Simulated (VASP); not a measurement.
# AlN (I-4m2) in VASP: further runs

The runs below take AlN through single point, with PBE.

Program: VASP 6.6.1. These are calculated values, not measurements. Logs are shortened: lines on timing, memory, paths and dates and some standing lists are left out, and cuts for length are marked.

### 1 The cell of the first run

Symmetry: I-4m2, No. 119, tetragonal system. The conventional cell has a = 3.149 Å, b = 3.149 Å, c = 4.205 Å, α = 90.00°, β = 90.00°, γ = 90.00°. Within 2.5 Å of Al (site symmetry -4m2) lie 4 N at 1.89 Å. N (site symmetry -4m2) has 4 Al at 1.89 Å within 2.5 Å.

### 2 Single point, PBE (uniaxial strain along c: -4.5 %)

INCAR

```
PREC     = Accurate       # precision mode
ENCUT    = 520            # plane-wave cutoff, eV
EDIFF    = 1E-6           # SCF threshold, eV
ISMEAR   = 0              # smearing method
SIGMA    = 0.02           # smearing width, eV
LREAL    = False          # projectors in reciprocal space
LASPH    = True           # aspherical terms in the spheres
NELM     = 80             # most SCF steps
ALGO     = Normal         # electronic algorithm
ISIF     = 2              # what is computed and relaxed
LWAVE    = False          # write WAVECAR
LCHARG   = False          # write CHGCAR
GGA      = PE             # functional
NBANDS   = 16             # bands
```

KPOINTS

```
regular mesh
0
Gamma
  8 8 6
```

POSCAR

```
AlN
1.0
    2.2263549603      2.2263549603      0.0000000000
   -2.2263549603      2.2263549603      0.0000000000
    0.0000000000      0.0000000000      4.2050313713
Al N
2 2
Direct
    0.0000000000      0.0000000000      0.0000000000
    0.5000000000      0.5000000000      0.5000000000
    0.5000000000      0.0000000000      0.2500000000
    0.0000000000      0.5000000000      0.7500000000
```

Potentials or basis: VASP PAW PBE potentials, release 64 (Al, N).

On the command line:

```sh
cat potpaw_PBE.64/Al/POTCAR potpaw_PBE.64/N/POTCAR > POTCAR
mpirun -np 1 vasp_std > vasp.out
```

OUTCAR:

```text
PREC = Accurate
   ENCUT = 520
   EDIFF = 1E-6
   ISMEAR = 0
   LREAL = False
   LASPH = True
   NELM = 80
   ISIF = 2
   GGA = PE

 ion  position               nearest neighbor table
   1  0.000  0.000  0.000-   3 1.89   4 1.89   4 1.89   3 1.89   2 3.06   2 3.06   2 3.06   2 3.06
                             2 3.06   2 3.06   2 3.06   2 3.06
   2  0.500  0.500  0.500-   3 1.89   4 1.89   3 1.89   4 1.89   1 3.06   1 3.06   1 3.06   1 3.06
                             1 3.06   1 3.06   1 3.06   1 3.06
   3  0.500  0.000  0.250-   1 1.89   2 1.89   2 1.89   1 1.89
   4  0.000  0.500  0.750-   1 1.89   2 1.89   1 1.89   2 1.89

  LATTYP: Found a simple tetragonal cell.
 ALAT       =     3.1485413795
 C/A-ratio  =     1.3355490255

  Lattice vectors:

 A1 = (   2.2263549603,   2.2263549603,   0.0000000000)
 A2 = (  -2.2263549603,   2.2263549603,   0.0000000000)
 A3 = (   0.0000000000,   0.0000000000,   4.2050313713)

Analysis of symmetry for initial positions (statically):
=====================================================================
 Subroutine PRICEL returns following result:

  LATTYP: Found a body centered tetragonal cell.
 ALAT       =     3.1485413795
 C/A-ratio  =     1.3355490255

  Lattice vectors:

 A1 = (   0.0000000000,  -2.2263549603,  -2.1025156857)
 A2 = (   0.0000000000,   2.2263549603,  -2.1025156856)
 A3 = (   2.2263549603,   0.0000000000,   2.1025156857)

   2 primitive cells build up your supercell.

 Routine SETGRP: Setting up the symmetry group for a
 simple tetragonal supercell.

 Subroutine GETGRP returns: Found  8 space group operations
 (whereof  8 operations were pure point group operations)
 out of a pool of 16 trial point group operations.

The static configuration has the point symmetry D_2d.

Analysis of symmetry for dynamics (positions and initial velocities):
=====================================================================
 Subroutine PRICEL returns following result:

  LATTYP: Found a body centered tetragonal cell.
 ALAT       =     3.1485413795
 C/A-ratio  =     1.3355490255

  Lattice vectors:

 A1 = (   0.0000000000,  -2.2263549603,  -2.1025156857)
 A2 = (   0.0000000000,   2.2263549603,  -2.1025156856)
 A3 = (   2.2263549603,   0.0000000000,   2.1025156857)

   2 primitive cells build up your supercell.

 Routine SETGRP: Setting up the symmetry group for a
 simple tetragonal supercell.

 Subroutine GETGRP returns: Found  8 space group operations
 (whereof  8 operations were pure point group operations)
 out of a pool of 16 trial point group operations.

The dynamic configuration has the point symmetry D_2d.

 Subroutine INISYM returns: Found  8 space group operations
 (whereof  8 operations are pure point group operations),
 and found     2 'primitive' translations

----------------------------------------------------------------------------------------

                                     Primitive cell

  volume of cell :      20.8429

  direct lattice vectors                    reciprocal lattice vectors
     0.000000000 -2.226354960 -2.102515686     0.224582337 -0.224582337 -0.237810354
     0.000000000  2.226354960 -2.102515686     0.224582337  0.224582337 -0.237810354
     2.226354960  0.000000000  2.102515686     0.449164674  0.000000000  0.000000000

  length of vectors
     3.062226089  3.062226089  3.062226089     0.396772248  0.396772248  0.449164674

  position of ions in fractional coordinates (direct lattice)
     0.000000000  0.000000000  0.000000000
     0.750000000  0.250000000  0.500000000

  ion indices of the primitive-cell ions
   primitive index   ion index
                 1           1
                 2           3

----------------------------------------------------------------------------------------

 KPOINTS: regular mesh

Automatic generation of k-mesh.
 Grid dimensions read from file:
 generate k-points for:    8    8    6

 Generating k-lattice:

  Cartesian coordinates                     Fractional coordinates (reciprocal lattice)
     0.028072792  0.028072792  0.000000000     0.125000000  0.000000000  0.000000000
    -0.028072792  0.028072792  0.000000000     0.000000000  0.125000000  0.000000000
     0.000000000  0.000000000  0.039635059     0.000000000  0.000000000  0.166666667

  Length of vectors
     0.039700923  0.039700923  0.039635059

  Shift w.r.t. Gamma in fractional coordinates (k-lattice)
     0.000000000  0.000000000  0.000000000

 Subroutine IBZKPT returns following result:
 ===========================================

 Found     60 irreducible k-points:

 Following reciprocal coordinates:
            Coordinates               Weight
  0.000000  0.000000  0.000000      1.000000
  0.125000  0.000000  0.000000      4.000000
  0.250000  0.000000  0.000000      4.000000
  0.375000  0.000000  0.000000      4.000000
  0.500000  0.000000  0.000000      2.000000
  0.125000  0.125000  0.000000      4.000000
[... 16 lines left out ...]
  0.375000  0.125000  0.166667     16.000000
  0.500000  0.125000  0.166667      8.000000
 [... further k-points ...]
   k-points           NKPTS =     60   k-points in BZ     NKDIM =     60   number of bands    NBANDS=     16
   number of dos      NEDOS =    301   number of ions     NIONS =      4
   total plane-waves  NPLWV =  18432
   dimension x,y,z NGX =    24 NGY =   24 NGZ =   32
   dimension x,y,z NGXF=    48 NGYF=   48 NGZF=   64
   ions per type =               2   2
   NGX,Y,Z   is equivalent  to a cutoff of  12.67, 12.67, 12.65 a.u.
   NGXF,Y,Z  is equivalent  to a cutoff of  25.34, 25.34, 25.30 a.u.
 SYSTEM =  unknown system
   PREC   = accura    normal or accurate (medium, high low for compatibility)
   ISTART =      0    job   : 0-new  1-cont  2-samecut
   ICHARG =      2    charge: 1-file 2-atom 10-const
   ISPIN  =      1    spin polarized calculation?
   LNONCOLLINEAR =      F non collinear calculations
   LSORBIT =      F    spin-orbit coupling
   LASPH  =      T    aspherical Exc in radial PAW
   ENCUT  =  520.0 eV  38.22 Ry    6.18 a.u.   5.85  5.85  7.82*2*pi/ulx,y,z
   NELM   =     80;   NELMIN=  2; NELMDL= -5     # of ELM steps
   EDIFF  = 0.1E-05   stopping-criterion for ELM
   LREAL  =      F    real-space projection
   EDIFFG = 0.1E-04   stopping-criterion for IOM
   NSW    =      0    number of steps for IOM
   IBRION =     -1    ionic relax: 0-MD 1-quasi-New 2-CG
   NFREE  =      0    steps in history (QN), initial steepest desc. (CG)
   ISIF   =      2    stress and relaxation
   ISYM   =      2    0-nonsym 1-usesym 2-fastsym
   POTIM  = 0.5000    time-step for ionic-motion
   TEBEG  =    0.0;   TEEND  =   0.0 temperature during run
   PSTRESS=    0.0 pullay stress
   NELECT =      16.0000    total number of electrons
   NUPDOWN=      -1.0000    fix difference up-down
   EMIN   =  10.00;   EMAX   =-10.00  energy-range for DOS
   EFERMI =   0.00;   METHOD = LEGACY
   ISMEAR =     0;   SIGMA  =   0.02  broadening in eV -4-tet -1-fermi 0-gaus
   EFERMI_NEDOS =   21; number of points for ismear=-14 and -15
   IALGO  =     38    algorithm
   IMIX   =      4    mixing-type and parameters
     AMIX     =   0.40;   BMIX     =  1.00
     AMIX_MAG =   1.60;   BMIX_MAG =  1.00
  volume/ion in A,a.u.               =      10.42        70.33
  Fermi-wavevector in a.u.,A,eV,Ry     =   1.189740  2.248283 19.258799  1.415482
  Thomas-Fermi vector in A             =   2.325841
   LORBIT       =      0    0 simple, 1 ext, 2 COOP (PROOUT), +10 PAW based schemes
   GGA     = PE    functional components
   LHFCALC =     F    Hartree Fock is set to
   AEXX    =    0.0000 exact exchange contribution
   IVDW    =     0    specifies the selected vdW correction
   LEPSILON=     F    determine dielectric tensor
   LRPA    =     F    only Hartree local field effects (RPA)
 non-spin polarized calculation
 Gauss-broadening in eV      SIGMA  =   0.02
  energy-cutoff  :      520.00
  volume of cell :       41.69
 maximum number of plane-waves:      1160
 NGX is ok and might be reduce to    24
   NGX = 11   NGY = 11   NGZ = 15

 number of electron      15.9999995 magnetization

 Free energy of the ion-electron system (eV)
  ---------------------------------------------------
  ext. energy  EPLUGINS =         0.00000000
  ---------------------------------------------------
  free energy    TOTEN  =       -29.64861186 eV

  energy without entropy =      -29.64861186  energy(sigma->0) =      -29.64861186

 E-fermi :   6.2037     XC(G=0): -10.9348

 val. band max:        6.1221106744   @ k =   0.0000   0.0000   0.0000
 cond. band min:       9.1506790200   @ k =   0.0000   0.0000   0.0000
 fundamental gap:      3.0285683456
 Fermi energy:         6.2037372201

 k-point     1 :       0.0000    0.0000    0.0000
  band No.  band energies     occupation
      1      -9.0061      2.00000
      2      -6.1620      2.00000
      3       1.4389      2.00000
      4       3.8939      2.00000
      5       3.8939      2.00000
      6       5.9087      2.00000
[... 8 lines left out ...]
     15      20.5804      0.00000
     16      21.3857      0.00000

 k-point     2 :       0.1250    0.0000    0.0000
  band No.  band energies     occupation
      1      -8.8589      2.00000
      2      -6.1711      2.00000
      3       1.5994      2.00000
      4       3.2919      2.00000
      5       4.0012      2.00000
      6       5.1773      2.00000
[... 8 lines left out ...]
     15      20.3196      0.00000
     16      20.9048      0.00000

 k-point     3 :       0.2500    0.0000    0.0000
  band No.  band energies     occupation
      1      -8.4382      2.00000
      2      -6.2580      2.00000
      3       2.0043      2.00000
      4       2.3191      2.00000
      5       3.8048      2.00000
      6       4.3033      2.00000
[... 8 lines left out ...]
     15      19.6733      0.00000
     16      19.8293      0.00000
[... 362 lines left out ...]
 k-point    23 :       0.3750    0.1250    0.1667
  band No.  band energies     occupation
      1      -7.5989      2.00000
      2      -6.5540      2.00000
      3       1.1458      2.00000
      4       1.9837      2.00000
      5       3.4597      2.00000
      6       4.5684      2.00000
[... 8 lines left out ...]
     15      18.7946      0.00000
     16      18.9905      0.00000

 k-point    24 :       0.5000    0.1250    0.1667
  band No.  band energies     occupation
      1      -6.9911      2.00000
      2      -6.9911      2.00000
      3       1.2451      2.00000
      4       1.2451      2.00000
      5       4.2137      2.00000
      6       4.2137      2.00000
[... 8 lines left out ...]
     15      18.5956      0.00000
     16      18.5956      0.00000

 [... further k-points ...]

------------------------ aborting loop because EDIFF is reached ----------------------------------------

  FORCE on cell =-STRESS in cart. coord.  units (eV):
  Direction    XX          YY          ZZ          XY          YZ          ZX
  --------------------------------------------------------------------------------------
  -------------------------------------------------------------------------------------
  Total        0.5689804      0.5689804      2.1764836      0.0000000     -0.0000000     -0.0000000
  in kB       21.8685415     21.8685415     83.6523071      0.0000000     -0.0000000     -0.0000000
  external PRESSURE =      42.4631300 kB  Pullay stress =       0.0000000 kB

 VOLUME and BASIS-vectors are now :
 -----------------------------------------------------------------------------
  energy-cutoff  :      520.00
  volume of cell :       41.69
      direct lattice vectors                 reciprocal lattice vectors
     2.226354960  2.226354960  0.000000000     0.224582337  0.224582337  0.000000000
    -2.226354960  2.226354960  0.000000000    -0.224582337  0.224582337  0.000000000
     0.000000000  0.000000000  4.205031371     0.000000000  0.000000000  0.237810354

 POSITION                                       TOTAL-FORCE (eV/Angst)
 -----------------------------------------------------------------------------------
      0.00000      0.00000      0.00000         0.000000      0.000000     -0.000000
      0.00000      2.22635      2.10252        -0.000000     -0.000000     -0.000000
      1.11318      1.11318      1.05126        -0.000000     -0.000000      0.000000
     -1.11318      1.11318      3.15377        -0.000000     -0.000000      0.000000
 -----------------------------------------------------------------------------------
    total drift:                               -0.000000      0.000000     -0.000000

  FREE ENERGIE OF THE ION-ELECTRON SYSTEM (eV)
  ---------------------------------------------------
  free  energy   TOTEN  =       -29.6486118552 eV

  energy  without entropy=      -29.6486118552  energy(sigma->0) =      -29.64861186
```

It took 29 s on 1 thread of Intel Xeon 6975P-C, shared host; peak memory 0.16 GiB.

Results:

```yaml
Free_energy: -29.6486 eV
Pressure: 4.2 GPa
Band_gap_on_the_k_mesh: 3.03 eV
```

Stress tensor (GPa, compression positive):
```
2.19 0.00 0.00
0.00 2.19 0.00
0.00 0.00 8.37
```

Caveat: the cell differs from its parent crystal (uniaxial strain along c: -4.5 %). A k mesh can miss the band edges.

### 3 Single point, PBE (uniaxial strain along c: -3.0 %, then relaxed in part)

INCAR

```
  PREC = Accurate
  ENCUT = 520
  EDIFF = 1E-6
  ISMEAR = 0
  SIGMA = 0.02
  LREAL = F
  LASPH = T
  NELM = 60
  ALGO = Normal
  ISIF = 2
  LWAVE = F
  LCHARG = F
  GGA = PE
  NBANDS = 16
```

KPOINTS is that of step 2.

POSCAR

```
AlN
1.0
    2.2255698766      2.2255698766      0.0000000000
   -2.2255698766      2.2255698766      0.0000000000
    0.0000000000      0.0000000000      4.2710789844
Al N
2 2
Direct
    0.0000000000      0.0000000000      0.0000000000
    0.5000000000      0.5000000000      0.5000000000
    0.5000000000      0.0000000000      0.2500000000
    0.0000000000      0.5000000000      0.7500000000
```

Potentials or basis: VASP PAW PBE potentials, release 64 (Al, N).

On the command line:

```sh
cat potpaw_PBE.64/Al/POTCAR potpaw_PBE.64/N/POTCAR > POTCAR
mpirun -np 1 vasp_std > vasp.out
```

OUTCAR:

```text
PREC = Accurate
   ENCUT = 520
   EDIFF = 1E-6
   ISMEAR = 0
   LREAL = F
   LASPH = T
   NELM = 60
   ISIF = 2
   GGA = PE

 ion  position               nearest neighbor table
   1  0.000  0.000  0.000-   3 1.90   4 1.90   4 1.90   3 1.90   2 3.08   2 3.08   2 3.08   2 3.08
                             2 3.08   2 3.08   2 3.08   2 3.08
   2  0.500  0.500  0.500-   3 1.90   4 1.90   3 1.90   4 1.90   1 3.08   1 3.08   1 3.08   1 3.08
                             1 3.08   1 3.08   1 3.08   1 3.08
   3  0.500  0.000  0.250-   1 1.90   2 1.90   2 1.90   1 1.90
[... 678 lines left out ...]
  --------------------------------------------------------------------------------------
  -------------------------------------------------------------------------------------
  Total       -0.0704225     -0.0704225      1.1943661      0.0000000      0.0000000     -0.0000000
  in kB       -2.6666861     -2.6666861     45.2270217      0.0000000      0.0000000     -0.0000000
  external PRESSURE =      13.2978832 kB  Pullay stress =       0.0000000 kB

 VOLUME and BASIS-vectors are now :
 -----------------------------------------------------------------------------
  energy-cutoff  :      520.00
  volume of cell :       42.31
      direct lattice vectors                 reciprocal lattice vectors
     2.225569877  2.225569877  0.000000000     0.224661560  0.224661560  0.000000000
    -2.225569877  2.225569877  0.000000000    -0.224661560  0.224661560  0.000000000
     0.000000000  0.000000000  4.271078984     0.000000000  0.000000000  0.234132875

 POSITION                                       TOTAL-FORCE (eV/Angst)
 -----------------------------------------------------------------------------------
      0.00000      0.00000      0.00000         0.000000      0.000000      0.000000
      0.00000      2.22557      2.13554         0.000000      0.000000     -0.000000
      1.11278      1.11278      1.06777        -0.000000     -0.000000      0.000000
     -1.11278      1.11278      3.20331        -0.000000     -0.000000     -0.000000
 -----------------------------------------------------------------------------------
    total drift:                               -0.000000      0.000000     -0.000000

  FREE ENERGIE OF THE ION-ELECTRON SYSTEM (eV)
  ---------------------------------------------------
  free  energy   TOTEN  =       -29.6750479624 eV

  energy  without entropy=      -29.6750479624  energy(sigma->0) =      -29.67504796
```

stdout:

```text
POSCAR found type information on POSCAR AlN
 POSCAR found :  2 types and       4 ions
 scaLAPACK will be used
 LDA part: xc-table for (Slater+PW92), standard interpolation
 POSCAR, INCAR and KPOINTS ok, starting setup
 FFT: planning ... GRIDC
 FFT: planning ... GRID_SOFT
 FFT: planning ... GRID
 WAVECAR not read
 entering main loop
```

It took 40 s on 1 thread of Intel Xeon 6975P-C, shared host; peak memory 0.16 GiB.

Results:

```yaml
Free_energy: -29.6750 eV
Pressure: 1.3 GPa
Band_gap_on_the_k_mesh: 3.09 eV
```

Caveat: the cell differs from its parent crystal (uniaxial strain along c: -3.0 %, then relaxed in part). A k mesh can miss the band edges.

### 4 Single point, PBE (uniaxial strain along c: -4.5 %, then relaxed in part)

INCAR

```
SYSTEM = AlN
  ALGO = Normal
  EDIFF = 1E-6
  ENCUT = 520
  GGA = PE
  ISIF = 2
  ISMEAR = 0
  LASPH = .TRUE.
  LCHARG = .TRUE.
  LELF = .TRUE.
  LREAL = .FALSE.
  LVHAR = .TRUE.
  LWAVE = .FALSE.
  NBANDS = 16
  NELM = 80
  PREC = Accurate
  SIGMA = 0.02
```

KPOINTS

```
k-points
0
G
  8 8 6
  0 0 0
```

POSCAR

```
AlN
1.0
    2.2383396855      2.2383396855      0.0000000000
   -2.2383396855      2.2383396855      0.0000000000
    0.0000000000      0.0000000000      4.2050313713
Al N
2 2
Direct
    0.0000000000      0.0000000000      0.0000000000
    0.5000000000      0.5000000000      0.5000000000
    0.5000000000      0.0000000000      0.2500000000
    0.0000000000      0.5000000000      0.7500000000
```

On the command line:

```sh
cat potpaw_PBE.64/Al/POTCAR potpaw_PBE.64/N/POTCAR > POTCAR
mpirun -np 1 vasp_std > vasp.out
```

Run time: 51 s. Hardware: 1 thread of Intel Xeon 6975P-C, shared host; peak memory 0.16 GiB.

Results (log left out):

```yaml
Free_energy: -29.6515 eV
Pressure: 2.0 GPa
Band_gap_on_the_k_mesh: 3.00 eV
```

Stress tensor (GPa, compression positive):
```
-0.27  0.00  0.00
 0.00 -0.27  0.00
 0.00  0.00  6.47
```

Levels at points of the mesh, in eV from the valence-band top:
| k point | band 4 | band 5 | band 6 | band 7 | band 8 | band 9 | band 10 | band 11 | band 12 | band 13 |
| --- | --- | --- | --- | --- | --- | --- | --- | --- | --- | --- |
| (0.00, 0.00, 0.00) | -2.25 | -2.25 | -0.23 | -0.23 | 0.00 | 3.00 | 3.92 | 7.74 | 12.25 | 12.33 |
| (0.50, 0.00, 0.00) | -4.36 | -2.36 | -2.36 | -0.95 | -0.95 | 7.38 | 7.38 | 8.64 | 8.64 | 11.87 |
| (0.50, 0.50, 0.00) | -5.23 | -1.75 | -1.75 | -1.74 | -1.74 | 3.27 | 3.27 | 8.71 | 8.71 | 13.24 |
| (0.00, 0.00, 0.50) | -2.93 | -1.35 | -1.35 | -1.35 | -1.35 | 5.95 | 5.95 | 9.55 | 9.55 | 12.22 |
| (0.50, 0.00, 0.50) | -5.97 | -0.88 | -0.88 | -0.40 | -0.40 | 6.98 | 6.98 | 9.65 | 9.65 | 10.36 |
| (0.50, 0.50, 0.50) | -4.00 | -3.60 | -3.60 | -2.87 | -2.87 | 6.31 | 6.31 | 11.18 | 11.18 | 11.84 |

Caveat: the cell differs from its parent crystal (uniaxial strain along c: -4.5 %, then relaxed in part). A k mesh can miss the band edges.

### 5 The runs side by side

```tsv
cell	gap on the mesh (eV)	pressure (GPa)
a = 3.149, b = 3.149, c = 4.205 Å, 4 atoms	3.03	4.2
a = 3.147, b = 3.147, c = 4.271 Å, 4 atoms	3.09	1.3
a = 3.165, b = 3.165, c = 4.205 Å, 4 atoms	3.00	2.0
```

Alike in all rows: task single point; level PBE; potentials or basis VASP PAW PBE potentials, release 64 (Al, N); no spin polarisation; k mesh 8 × 8 × 6; cutoff (eV) 520; smearing gaussian 0.02 eV.

Total energies depend on the potentials used, so only differences within one code and one set of settings carry meaning.
